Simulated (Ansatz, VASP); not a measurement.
Mn: VASP beside Ansatz

INCAR

```
SYSTEM = Mn
PREC = Accurate ; ENCUT = 600
EDIFF = 1E-6 ; ISMEAR = -1
SIGMA = 0.05 ; LREAL = .FALSE.
LASPH = .TRUE. ; NELM = 200
ALGO = Normal ; ISIF = 2
LWAVE = .FALSE. ; LCHARG = .TRUE.
ISPIN = 2 ; MAGMOM = 2 2
LORBIT = 11 ; NUPDOWN = 4.0
LMAXMIX = 4 ; GGA = PS
LELF = .TRUE. ; LVHAR = .TRUE.
NBANDS = 26 ; GGA_COMPAT = .FALSE.
```

The input KPOINTS:

```
Automatic mesh
0
G
  10 10 6
  0 0 0
```

The input POSCAR:

```
Mn
1.0
    2.4836457705      0.0000000000      0.0000000000
   -1.2418228853      2.1509003313      0.0000000000
    0.0000000000      0.0000000000      4.0261950000
Mn
2
Direct
    0.3333333333      0.6666666667      0.2500000000
    0.6666666667      0.3333333333      0.7500000000
```

Contents of input.yaml:

```yaml
crystal:
  lattice:
    - [2.4836457705, 0.0, 0.0]
    - [-1.2418228853, 2.1509003313, 0.0]
    - [0.0, 0.0, 4.026195]
  atoms:
    - { symbol: Mn, position: [0.3333333333, 0.6666666667, 0.25], spin: 2.0 }
    - { symbol: Mn, position: [0.6666666667, 0.3333333333, 0.75], spin: 2.0 }
hamiltonian:
  xc: pbesol
  pseudopotentials: { kind: paw }
magnetization:
  spin_polarized: true
  initial_magnetization: 4.0
  spin_locking: { lock_magnetization: hard }
kpoints:
  mp_grid: { grid: [10, 10, 6] }
scf:
  occupations: { method: fermi_dirac, width: 0.05 }
  lower_state_search: "off"
output:
  forces: true
  stress: true
  eigenvalues: true
```

Alike in both runs: task single point; functional PBEsol; k mesh 10 × 10 × 6; occupations fermi-dirac, width 0.05 eV; collinear spin; fixed moment 4 μB.

```csv
,VASP,Ansatz
version,VASP 6.6.1,Ansatz 0.2.0
potentials or method,"VASP PAW PBE potentials, release 64 (Mn_sv)",Ansatz PAW
plane-wave cutoff (eV),600,420
valence electrons in the cell,30,30
```

Ansatz gave:

* pressure (GPa): 16.3
* traceless stress, the component that is largest in VASP (GPa): 4.38
* net moment per atom (μB): 2.00
* size of the moment on the site where the two differ most (μB): 1.89

Q: Estimate VASP's values.

A: Pressure (GPa): 13.0; traceless stress, the component that is largest in VASP (GPa): 4.43; net moment per atom (μB): 2.00; size of the moment on the site where the two differ most (μB): 1.84.

VASP's potentials were made for PBE, not for PBEsol. Site moments also hang on the region over which each program counts them. The functional is the same, so the differences come from potentials, cutoffs and numerics.
